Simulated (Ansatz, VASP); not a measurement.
## Li2BrF in VASP and in Ansatz

The input INCAR:

```
PREC = Accurate
ENCUT = 520
EDIFF = 1E-6
ISMEAR = -1
SIGMA = 0.02
LREAL = False
LASPH = True
NELM = 60
ALGO = Normal
ISIF = 2
LWAVE = False
LCHARG = False
GGA = PE
NBANDS = 18
```

Contents of KPOINTS:

```
Automatic mesh
0
Gamma
  8 8 8
```

Contents of POSCAR:

```
Li2BrF
1.0
    1.7353772104      1.0019204996      5.4684601406
   -1.7353772104      1.0019204996      5.4684601406
    0.0000000000     -2.0038409992      5.4684601406
F Br Li
1 1 2
Direct
    1.0000000000      0.0000000000      0.0000000000
    0.5000000000      0.5000000000      0.5000000000
    0.2670198433      0.2670198433      0.2670198433
    0.7329801567      0.7329801567      0.7329801567
```

Input for Ansatz:

```yaml
crystal:
  lattice:
    - [1.7353772104, 1.0019204996, 5.4684601406]
    - [-1.7353772104, 1.0019204996, 5.4684601406]
    - [0.0, -2.0038409992, 5.4684601406]
  atoms:
    - { symbol: F, position: [1.0, 0.0, 0.0] }
    - { symbol: Br, position: [0.5, 0.5, 0.5] }
    - { symbol: Li, position: [0.2670198433, 0.2670198433, 0.2670198433] }
    - { symbol: Li, position: [0.7329801567, 0.7329801567, 0.7329801567] }
kpoints:
  mp_grid: { grid: [8, 8, 8] }
  band_path:
    path:
      - [[0.0, 0.0, 0.0], [0.5, 0.5, 0.5], [0.810954102077, 0.189045897923, 0.5]]
      - [[0.5, -0.189045897923, 0.189045897923], [0.5, 0.0, 0.0], [0.0, 0.0, 0.0], [0.344522948962, -0.344522948962, 0.0]]
      - [[0.655477051038, 0.0, 0.344522948962], [0.5, 0.0, 0.5], [0.0, 0.0, 0.0]]
    npoints: 10
hamiltonian:
  xc: pbe
scf:
  occupations: { method: fermi_dirac, width: 0.02 }
  n_extra_bands: 5
output:
  forces: true
  stress: true
  eigenvalues: true
```

Alike in both runs: task single point; functional PBE; k mesh 8 × 8 × 8; occupations fermi-dirac, width 0.02 eV; no spin polarisation.

```csv
,VASP,Ansatz
version,VASP 6.6.1,Ansatz 0.2.0
potentials or method,"VASP PAW PBE potentials, release 64 (F, Br, Li_sv)","plane waves, PAW"
plane-wave cutoff (eV),520,420
valence electrons in the cell,20,20
```

|  | VASP | Ansatz | Ansatz less VASP |
| --- | --- | --- | --- |
| gap on the k mesh at the Fermi level (eV) | 3.45 | 3.44 | -0.009 |

Noted on VASP's run: the cutoff is short for stress, so the pressure is rough.
